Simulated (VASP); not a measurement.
Wanted: the native input for a VASP 6.6.1 run.

| Property | Result |
| --- | --- |
| Task | single point |
| Functional | PBEsol |
| Potentials or basis | VASP PAW PBE potentials, release 64 (N, Ti_sv) |
| Cutoff | 520 eV |
| k mesh | 12 × 12 × 1 |
| Occupations | gaussian, width 0.1 eV |
| Spin | no spin polarisation |
| Dipole correction | yes |
| Further INCAR settings | ALGO = Normal; EDIFF = 1e-06; NBANDS = 46 |

The structure of Ti4N5 lies in POSCAR:

```
Ti4N5
1.0
    2.9726300472      0.0000000000      0.0000000000
   -1.4863150236      2.5743731369      0.0000000000
    0.0000000000      0.0000000000     27.4949979446
N Ti
5 4
Direct
    0.3333333333      0.6666666667      0.3091471408
    0.0000000000      0.0000000000      0.3974229164
    0.6666666667      0.3333333333      0.4851604237
    0.3333333333      0.6666666667      0.5745829933
    0.6666666667      0.3333333333      0.6782760251
    0.6666666667      0.3333333333      0.3532850285
    0.3333333333      0.6666666667      0.4415608042
    0.0000000000      0.0000000000      0.5288794570
    0.6666666667      0.3333333333      0.6153962891
```

These files were run (other wordings do the same):

INCAR

```
SYSTEM = Ti4N5
  ALGO = Normal
  DIPOL = 0.5 0.5 0.487
  EDIFF = 1E-6
  ENCUT = 520
  GGA = PS
  IDIPOL = 3
  ISIF = 2
  ISMEAR = 0
  LASPH = .True.
  LCHARG = .False.
  LDIPOL = .True.
  LREAL = .False.
  LWAVE = .False.
  NBANDS = 46
  NELM = 100
  PREC = Accurate
  SIGMA = 0.1
```

KPOINTS

```
k-points
0
Gamma
  12 12 1
  0 0 0
```

Potentials or basis: VASP PAW PBE potentials, release 64 (N, Ti_sv).

Launch:

```console
$ cat potpaw_PBE.64/N/POTCAR potpaw_PBE.64/Ti_sv/POTCAR > POTCAR
$ mpirun -np 1 vasp_std > vasp.out
```

Results of the run:

```json
{
 "Largest force": "5.771 eV/Å",
 "Band gap on the k mesh": "zero (an odd number of electrons rules out a gap without spin polarisation)"
}
```

Caveat: the PAW data sets were made with another functional, which shifts forces and pressure a little.

Wall time 3.9 min on 1 thread of Intel(R) Xeon(R) 6975P-C (Granite Rapids), with other jobs on the host, peak memory 0.41 GiB.
